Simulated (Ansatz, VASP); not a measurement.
B2W in VASP and in Ansatz

Contents of INCAR:

```
SYSTEM = B2W
ALGO     = Normal         ! electronic algorithm
EDIFF    = 1E-8           ! SCF threshold, eV
ENCUT    = 520            ! plane-wave cutoff, eV
GGA      = CA             ! functional
ISIF     = 2              ! what is computed and relaxed
ISMEAR   = -1             ! smearing method
LASPH    = .True.         ! aspherical terms in the spheres
LCHARG   = .False.        ! write CHGCAR
LEFG     = .True.       
LREAL    = .False.        ! projectors in reciprocal space
LWAVE    = .False.        ! write WAVECAR
NBANDS   = 17             ! bands
NELM     = 60             ! most SCF steps
PREC     = Accurate       ! precision mode
SIGMA    = 0.05           ! smearing width, eV
```

Contents of KPOINTS:

```
k-points
0
Gamma
  14 14 12
  0 0 0
```

POSCAR

```
B2W
1.0
    3.0200014205      0.0000000000      0.0000000000
   -1.5100007103      2.6153979496      0.0000000000
    0.0000000000      0.0000000000      3.0500000000
B W
2 1
Direct
    0.3333333333      0.6666666667      0.5000000000
    0.6666666667      0.3333333333      0.5000000000
    0.0000000000      0.0000000000      0.0000000000
```

Input for Ansatz:

```yaml
crystal:
  lattice:
    - [3.0200014205, 0.0, 0.0]
    - [-1.5100007103, 2.6153979496, 0.0]
    - [0.0, 0.0, 3.05]
  atoms:
    - { symbol: B, position: [0.3333333333, 0.6666666667, 0.5] }
    - { symbol: B, position: [0.6666666667, 0.3333333333, 0.5] }
    - { symbol: W, position: [0.0, 0.0, 0.0] }
kpoints:
  mp_grid: { grid: [14, 14, 12] }
  band_path:
    path:
      - [0.0, 0.0, 0.0]
      - [0.5, 0.0, 0.0]
      - [0.3333333333, 0.3333333333, 0.0]
      - [0.0, 0.0, 0.0]
      - [0.0, 0.0, 0.5]
      - [0.5, 0.0, 0.5]
      - [0.3333333333, 0.3333333333, 0.5]
      - [0.0, 0.0, 0.5]
      - [0.5, 0.0, 0.5]
    npoints: 14
scf:
  occupations: { method: fermi_dirac, width: 0.05 }
hamiltonian:
  xc: lda
  pseudopotentials: { kind: paw }
output:
  forces: true
  stress: true
  eigenvalues: true
  efg: { contact_densities: true }
  populations: true
  bader: true
  dos: { projected: true, de: 0.2, e_range: [-14, 8] }
  write_density: true
  write_potential: true
  elf: true
  volumetric_format: npy
```

Alike in both runs: task electric field gradients; functional LDA; k mesh 14 × 14 × 12; occupations fermi-dirac, width 0.05 eV; no spin polarisation.

```csv
,VASP,Ansatz
version,VASP 6.6.1,Ansatz 0.2.0
potentials or method,"VASP PAW LDA potentials, release 64 (B, W_sv)","PAW with Ansatz's default frozen-core files, scalar-relativistic"
plane-wave cutoff (eV),520,420
valence electrons in the cell,20,20
```

Ansatz gave:

- pressure (GPa): 22.3
- traceless stress, the component that is largest in VASP (GPa): 11.05
- size of Vzz on the site where it differs most (V/Å²): 30.7

What did VASP give for the same quantities?

Pressure (GPa): 24.3; traceless stress, the component that is largest in VASP (GPa): 11.25; size of Vzz on the site where it differs most (V/Å²): 15.5.

LDA's correlation is that of Perdew and Zunger in VASP and of Perdew and Wang (1992) in Ansatz.

Neither program's run includes spin-orbit coupling.
